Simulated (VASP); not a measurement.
# Zn16PO15 (a cell with a defect) (zincite) in VASP: single point with PBE

Aim: the single point of Zn16PO15 (a cell with a defect) (zincite) with PBE.

Everything below comes from runs of VASP 6.6.1. Logs are shortened: lines on timing, memory, paths and dates and some standing lists are left out, and cuts for length are marked.

## Step 1: The cell of the first run

The cell holds a defect, 32 atoms: a = 6.499 Å, b = 6.499 Å, c = 10.411 Å, α = 90.00°, β = 90.00°, γ = 120.00°.

## Step 2: Single point, PBE

Contents of INCAR:

```
PREC     = Accurate       # precision mode
ENCUT    = 520            # plane-wave cutoff, eV
EDIFF    = 1E-6           # SCF threshold, eV
ISMEAR   = -1             # smearing method
SIGMA    = 0.01           # smearing width, eV
LREAL    = Auto         
LASPH    = True           # aspherical terms in the spheres
NELM     = 100            # most SCF steps
ALGO     = Normal         # electronic algorithm
ISIF     = 2              # what is computed and relaxed
LWAVE    = False          # write WAVECAR
LCHARG   = False          # write CHGCAR
GGA      = PE             # functional
NELECT   = 288.0        
NBANDS   = 166            # bands
```

Contents of KPOINTS:

```
regular mesh
0
Gamma
  3 3 2
```

Contents of POSCAR:

```
Zn16PO15
1.0
    6.4986160000      0.0000000000      0.0000000000
   -3.2493080000      5.6279665454      0.0000000000
    0.0000000000      0.0000000000     10.4114180000
Zn P O
16 1 15
Direct
    0.1552948637      0.3447051363      0.2626209754
    0.1656137070      0.3343862930      0.7403159037
    0.1552948637      0.8105897273      0.2626209754
    0.1656137070      0.8312274140      0.7403159037
    0.6894102727      0.3447051363      0.2626209754
    0.6687725860      0.3343862930      0.7403159037
    0.6666666667      0.8333333333      0.2412622772
    0.6666666667      0.8333333333      0.7618062000
    0.3333333333      0.1666666667     -0.0266668651
    0.3333333333      0.1666666667      0.4896495430
    0.3253150714      0.6626575357      0.0020031484
    0.3440335749      0.6720167875      0.5032844434
    0.8373424643      0.1746849286      0.0020031484
    0.8279832125      0.1559664251      0.5032844434
    0.8373424643      0.6626575357      0.0020031484
    0.8279832125      0.6720167875      0.5032844434
    0.3333333333      0.1666666667      0.1842764922
    0.3333333333      0.1666666667      0.6842841687
    0.3305675223      0.6652837611      0.1909393964
    0.3427288748      0.6713644374      0.6910410772
    0.8347162389      0.1694324777      0.1909393964
    0.8286355626      0.1572711252      0.6910410772
    0.8347162389      0.6652837611      0.1909393964
    0.8286355626      0.6713644374      0.6910410772
    0.1616437376      0.3383562624      0.4538648373
    0.1612344259      0.3387655741      0.9271849065
    0.1616437376      0.8232874752      0.4538648373
    0.1612344259      0.8224688517      0.9271849065
    0.6767125248      0.3383562624      0.4538648373
    0.6775311483      0.3387655741      0.9271849065
    0.6666666667      0.8333333333      0.4342931266
    0.6666666667      0.8333333333      0.9494109929
```

Potentials or basis: VASP PAW PBE potentials, release 64 (Zn, P, O).

The run is started by

```bash
$ cat potpaw_PBE.64/Zn/POTCAR potpaw_PBE.64/P/POTCAR potpaw_PBE.64/O/POTCAR > POTCAR
$ mpirun -np 1 vasp_std > vasp.out
```

OUTCAR:

```text
PREC = Accurate
   ENCUT = 520
   EDIFF = 1E-6
   ISMEAR = -1
   LREAL = Auto
   LASPH = True
   NELM = 100
   ISIF = 2
   GGA = PE
   NELECT = 288.0

 ion  position               nearest neighbor table
   1  0.155  0.345  0.263-  19 1.95  21 1.95  25 1.99  17 2.16   3 3.03   5 3.03
   2  0.166  0.334  0.740-  26 1.95  20 1.97  22 1.97  18 1.98
   3  0.155  0.811  0.263-  23 1.95  19 1.95  27 1.99  17 2.16   1 3.03   5 3.03
   4  0.166  0.831  0.740-  28 1.95  24 1.97  20 1.97  18 1.98
   5  0.689  0.345  0.263-  23 1.95  21 1.95  29 1.99  17 2.16   3 3.03   1 3.03
   6  0.669  0.334  0.740-  30 1.95  24 1.97  22 1.97  18 1.98
   7  0.667  0.833  0.241-  21 1.96  23 1.96  19 1.96  31 2.01
   8  0.667  0.833  0.762-  32 1.95  24 1.97  22 1.97  20 1.97
   9  0.333  0.167  0.973-  26 2.00  28 2.00  30 2.00  17 2.20
  10  0.333  0.167  0.490-  25 1.97  27 1.97  29 1.97  18 2.03
  11  0.325  0.663  0.002-  19 1.97  28 1.98  26 1.98  32 2.00
[... 19 lines left out ...]
  31  0.667  0.833  0.434-  16 1.95  14 1.95  12 1.95   7 2.01
  32  0.667  0.833  0.949-   8 1.95  15 2.00  13 2.00  11 2.00

  LATTYP: Found a hexagonal cell.
 ALAT       =     6.4986160000
 C/A-ratio  =     1.6020977390

  Lattice vectors:

 A1 = (   6.4986160000,   0.0000000000,   0.0000000000)
 A2 = (  -3.2493080000,   5.6279665454,   0.0000000000)
 A3 = (   0.0000000000,   0.0000000000,  10.4114180000)

Analysis of symmetry for initial positions (statically):
=====================================================================
 Subroutine PRICEL returns:
 Original cell was already a primitive cell.

 Routine SETGRP: Setting up the symmetry group for a
 hexagonal supercell.

 Subroutine GETGRP returns: Found  6 space group operations
 (whereof  2 operations were pure point group operations)
 out of a pool of 24 trial point group operations.

The static configuration has the point symmetry C_1h.
 The point group associated with its full space group is C_3v.

Analysis of symmetry for dynamics (positions and initial velocities):
=====================================================================
 Subroutine PRICEL returns:
 Original cell was already a primitive cell.

 Routine SETGRP: Setting up the symmetry group for a
 hexagonal supercell.

 Subroutine GETGRP returns: Found  6 space group operations
 (whereof  2 operations were pure point group operations)
 out of a pool of 24 trial point group operations.

The dynamic configuration has the point symmetry C_1h.
 The point group associated with its full space group is C_3v.

 Subroutine INISYM returns: Found  6 space group operations
 (whereof  2 operations are pure point group operations),
 and found     1 'primitive' translations

----------------------------------------------------------------------------------------

                                     Primitive cell

  volume of cell :     380.7871

  direct lattice vectors                    reciprocal lattice vectors
     6.498616000  0.000000000  0.000000000     0.153878918  0.088842035  0.000000000
    -3.249308000  5.627966545  0.000000000     0.000000000  0.177684070  0.000000000
     0.000000000  0.000000000 10.411418000     0.000000000  0.000000000  0.096048396

  length of vectors
     6.498616000  6.498616000 10.411418000     0.177684070  0.177684070  0.096048396

  position of ions in fractional coordinates (direct lattice)
     0.155294864  0.344705136  0.262620975
     0.165613707  0.334386293  0.740315904
     0.155294864  0.810589727  0.262620975
     0.165613707  0.831227414  0.740315904
     0.689410273  0.344705136  0.262620975
     0.668772586  0.334386293  0.740315904
[... 24 lines left out ...]
     0.666666667  0.833333333  0.434293127
     0.666666667  0.833333333  0.949410993

  ion indices of the primitive-cell ions
   primitive index   ion index
                 1           1
                 2           2
                 3           3
                 4           4
                 5           5
                 6           6
[... 24 lines left out ...]
                31          31
                32          32

----------------------------------------------------------------------------------------

 KPOINTS: regular mesh

Automatic generation of k-mesh.
 Grid dimensions read from file:
 generate k-points for:    3    3    2

 Generating k-lattice:

  Cartesian coordinates                     Fractional coordinates (reciprocal lattice)
     0.051292973  0.029614012  0.000000000     0.333333333  0.000000000  0.000000000
     0.000000000  0.059228023  0.000000000     0.000000000  0.333333333  0.000000000
     0.000000000  0.000000000  0.048024198     0.000000000  0.000000000  0.500000000

  Length of vectors
     0.059228023  0.059228023  0.048024198

  Shift w.r.t. Gamma in fractional coordinates (k-lattice)
     0.000000000  0.000000000  0.000000000

 Subroutine IBZKPT returns following result:
 ===========================================

 Found      6 irreducible k-points:

 Following reciprocal coordinates:
            Coordinates               Weight
  0.000000  0.000000  0.000000      1.000000
  0.333333 -0.000000  0.000000      6.000000
  0.333333  0.333333  0.000000      2.000000
  0.000000  0.000000  0.500000      1.000000
  0.333333 -0.000000  0.500000      6.000000
  0.333333  0.333333  0.500000      2.000000
   k-points           NKPTS =      6   k-points in BZ     NKDIM =      6   number of bands    NBANDS=    166
   number of dos      NEDOS =    301   number of ions     NIONS =     32
   total plane-waves  NPLWV = 184320
   dimension x,y,z NGX =    48 NGY =   48 NGZ =   80
   dimension x,y,z NGXF=    96 NGYF=   96 NGZF=  160
   ions per type =              16   1  15
   NGX,Y,Z   is equivalent  to a cutoff of  12.28, 12.28, 12.77 a.u.
   NGXF,Y,Z  is equivalent  to a cutoff of  24.56, 24.56, 25.55 a.u.
 SYSTEM =  unknown system
   PREC   = accura    normal or accurate (medium, high low for compatibility)
   ISTART =      0    job   : 0-new  1-cont  2-samecut
   ICHARG =      2    charge: 1-file 2-atom 10-const
   ISPIN  =      1    spin polarized calculation?
   LNONCOLLINEAR =      F non collinear calculations
   LSORBIT =      F    spin-orbit coupling
   LASPH  =      T    aspherical Exc in radial PAW
   ENCUT  =  520.0 eV  38.22 Ry    6.18 a.u.  12.08 12.08 19.36*2*pi/ulx,y,z
   NELM   =    100;   NELMIN=  2; NELMDL= -5     # of ELM steps
   EDIFF  = 0.1E-05   stopping-criterion for ELM
   LREAL  =      T    real-space projection
   EDIFFG = 0.1E-04   stopping-criterion for IOM
   NSW    =      0    number of steps for IOM
   IBRION =     -1    ionic relax: 0-MD 1-quasi-New 2-CG
   NFREE  =      0    steps in history (QN), initial steepest desc. (CG)
   ISIF   =      2    stress and relaxation
   ISYM   =      2    0-nonsym 1-usesym 2-fastsym
   POTIM  = 0.5000    time-step for ionic-motion
   TEBEG  =    0.0;   TEEND  =   0.0 temperature during run
   PSTRESS=    0.0 pullay stress
   NELECT =     288.0000    total number of electrons
   NUPDOWN=      -1.0000    fix difference up-down
   EMIN   =  10.00;   EMAX   =-10.00  energy-range for DOS
   EFERMI =   0.00;   METHOD = LEGACY
   ISMEAR =    -1;   SIGMA  =   0.01  broadening in eV -4-tet -1-fermi 0-gaus
   EFERMI_NEDOS =   21; number of points for ismear=-14 and -15
   IALGO  =     38    algorithm
   IMIX   =      4    mixing-type and parameters
     AMIX     =   0.40;   BMIX     =  1.00
     AMIX_MAG =   1.60;   BMIX_MAG =  1.00
  volume/ion in A,a.u.               =      11.90        80.30
  Fermi-wavevector in a.u.,A,eV,Ry     =   1.491574  2.818667 30.270160  2.224794
  Thomas-Fermi vector in A             =   2.604212
   LORBIT       =      0    0 simple, 1 ext, 2 COOP (PROOUT), +10 PAW based schemes
   GGA     = PE    functional components
   LHFCALC =     F    Hartree Fock is set to
   AEXX    =    0.0000 exact exchange contribution
   IVDW    =     0    specifies the selected vdW correction
   LEPSILON=     F    determine dielectric tensor
   LRPA    =     F    only Hartree local field effects (RPA)
 non-spin polarized calculation
  energy-cutoff  :      520.00
  volume of cell :      380.79
 maximum number of plane-waves:     10266
   NGX = 25   NGY = 25   NGZ = 39

 number of electron     288.0000128 magnetization

 Free energy of the ion-electron system (eV)
  ---------------------------------------------------
  ext. energy  EPLUGINS =         0.00000000
  ---------------------------------------------------
  free energy    TOTEN  =      -135.12822678 eV

  energy without entropy =     -135.12573866  energy(sigma->0) =     -135.12698272

 E-fermi :   3.0220     XC(G=0): -11.0707

 val. band max:        3.0125699222   @ k =   0.0000   0.0000   0.0000
 cond. band min:       3.6678226058   @ k =   0.0000   0.0000   0.5000
 fundamental gap:      0.6552526835
 Fermi energy:         3.0219825677

 k-point     1 :       0.0000    0.0000    0.0000
  band No.  band energies     occupation
      1     -16.7530      2.00000
      2     -16.3639      2.00000
      3     -16.2181      2.00000
      4     -16.1038      2.00000
      5     -16.1036      2.00000
      6     -16.1036      2.00000
[... 148 lines left out ...]
    155       7.4874      0.00000
    156       7.4874      0.00000

 k-point     2 :       0.3333   -0.0000    0.0000
  band No.  band energies     occupation
      1     -16.6124      2.00000
      2     -16.2948      2.00000
      3     -16.2636      2.00000
      4     -16.1320      2.00000
      5     -16.1106      2.00000
      6     -16.0926      2.00000
[... 148 lines left out ...]
    155       7.7033      0.00000
    156       7.9433      0.00000

 k-point     3 :       0.3333    0.3333    0.0000
  band No.  band energies     occupation
      1     -16.4172      2.00000
      2     -16.4001      2.00000
      3     -16.3101      2.00000
      4     -16.1601      2.00000
      5     -16.1049      2.00000
      6     -16.0358      2.00000
[... 148 lines left out ...]
    155       8.5085      0.00000
    156       8.6186      0.00000

 k-point     4 :       0.0000    0.0000    0.5000
  band No.  band energies     occupation
      1     -16.7302      2.00000
      2     -16.4598      2.00000
      3     -16.1114      2.00000
      4     -16.1002      2.00000
      5     -16.1002      2.00000
      6     -16.0934      2.00000
[... 148 lines left out ...]
    155       7.7643      0.00000
    156       7.7643      0.00000

 k-point     5 :       0.3333   -0.0000    0.5000
  band No.  band energies     occupation
      1     -16.5927      2.00000
      2     -16.3461      2.00000
      3     -16.2831      2.00000
      4     -16.1074      2.00000
      5     -16.1069      2.00000
      6     -16.0725      2.00000
[... 148 lines left out ...]
    155       7.9341      0.00000
    156       8.2228      0.00000

 k-point     6 :       0.3333    0.3333    0.5000
  band No.  band energies     occupation
      1     -16.4002      2.00000
      2     -16.3855      2.00000
      3     -16.3060      2.00000
      4     -16.2143      2.00000
      5     -16.1621      2.00000
      6     -16.0478      2.00000
[... 148 lines left out ...]
    155       8.2692      0.00000
    156       8.5769      0.00000
 [bands above 156 left out]

------------------------ aborting loop because EDIFF is reached ----------------------------------------

  FORCE on cell =-STRESS in cart. coord.  units (eV):
  Direction    XX          YY          ZZ          XY          YZ          ZX
  --------------------------------------------------------------------------------------
  -------------------------------------------------------------------------------------
  Total       35.0094054     35.0094054     36.1293538      0.0000000      0.0000000      0.0000000
  in kB      147.3034949    147.3034949    152.0157234      0.0000000      0.0000000      0.0000000
  external PRESSURE =     148.8742377 kB  Pullay stress =       0.0000000 kB

 VOLUME and BASIS-vectors are now :
 -----------------------------------------------------------------------------
  energy-cutoff  :      520.00
  volume of cell :      380.79
      direct lattice vectors                 reciprocal lattice vectors
     6.498616000  0.000000000  0.000000000     0.153878918  0.088842035  0.000000000
    -3.249308000  5.627966545  0.000000000     0.000000000  0.177684070  0.000000000
     0.000000000  0.000000000 10.411418000     0.000000000  0.000000000  0.096048396

 POSITION                                       TOTAL-FORCE (eV/Angst)
 -----------------------------------------------------------------------------------
     -0.11085      1.93999      2.73426         0.052536     -0.030332      0.001267
     -0.01026      1.88191      7.70774         0.004571     -0.002639     -0.025981
     -1.62465      4.56197      2.73426         0.000000      0.060663      0.001267
     -1.62465      4.67812      7.70774         0.000000      0.005278     -0.025981
      3.36016      1.93999      2.73426        -0.052536     -0.030332      0.001267
      3.25957      1.88191      7.70774        -0.004571     -0.002639     -0.025981
[... 24 lines left out ...]
      1.62465      4.68997      4.52161         0.000000      0.000000     -0.025145
      1.62465      4.68997      9.88471         0.000000      0.000000      0.035686
 -----------------------------------------------------------------------------------
    total drift:                                0.000003      0.000002     -0.009246

  FREE ENERGIE OF THE ION-ELECTRON SYSTEM (eV)
  ---------------------------------------------------
  free  energy   TOTEN  =      -135.1282267813 eV

  energy  without entropy=     -135.1257386571  energy(sigma->0) =     -135.12698272
```

Run time: 9.8 min. Hardware: 1 thread of AMD EPYC 9R45 (Zen 5), shared host; peak memory 0.55 GiB.

What came out:

| Quantity | Value |
| --- | --- |
| Free energy | -135.1282 eV |
| Largest force | 0.061 eV/Å |

Forces on the atoms (eV/Å):
```
Zn   0.053 -0.030  0.001
Zn   0.005 -0.003 -0.026
Zn   0.000  0.061  0.001
Zn   0.000  0.005 -0.026
Zn  -0.053 -0.030  0.001
Zn  -0.005 -0.003 -0.026
Zn   0.000  0.000  0.002
Zn   0.000  0.000 -0.001
Zn   0.000  0.000  0.040
Zn   0.000  0.000 -0.014
Zn   0.001  0.001 -0.009
Zn   0.009  0.005 -0.001
Zn   0.000 -0.002 -0.009
Zn   0.000 -0.011 -0.001
Zn  -0.001  0.001 -0.009
Zn  -0.009  0.005 -0.001
P    0.000  0.000 -0.007
O    0.000  0.000  0.003
O    0.003  0.002  0.001
O    0.007  0.004  0.012
O    0.000 -0.003  0.001
O    0.000 -0.008  0.012
O   -0.003  0.002  0.001
O   -0.007  0.004  0.012
O   -0.006  0.004 -0.014
O    0.003 -0.002  0.025
O    0.000 -0.007 -0.014
O    0.000  0.004  0.025
O    0.006  0.004 -0.014
O   -0.003 -0.002  0.025
O    0.000  0.000 -0.025
O    0.000  0.000  0.036
```

Levels at points of the mesh, in eV from the Fermi level:
| k point | band 142 | band 143 | band 144 | band 145 | band 146 | band 147 |
| --- | --- | --- | --- | --- | --- | --- |
| (0.00, 0.00, 0.00) | -0.99 | -0.51 | -0.01 | -0.01 | 2.13 | 2.17 |
| (0.00, 0.00, 0.50) | -1.36 | -0.01 | -0.01 | 0.65 | 0.78 | 2.89 |

Caveat: the k points lie up to 0.37 Å⁻¹ apart; the cell carries a net charge on a neutralising background, which shifts energy and pressure; the cell is charged against a uniform background, so pressure and absolute levels hang on convention.
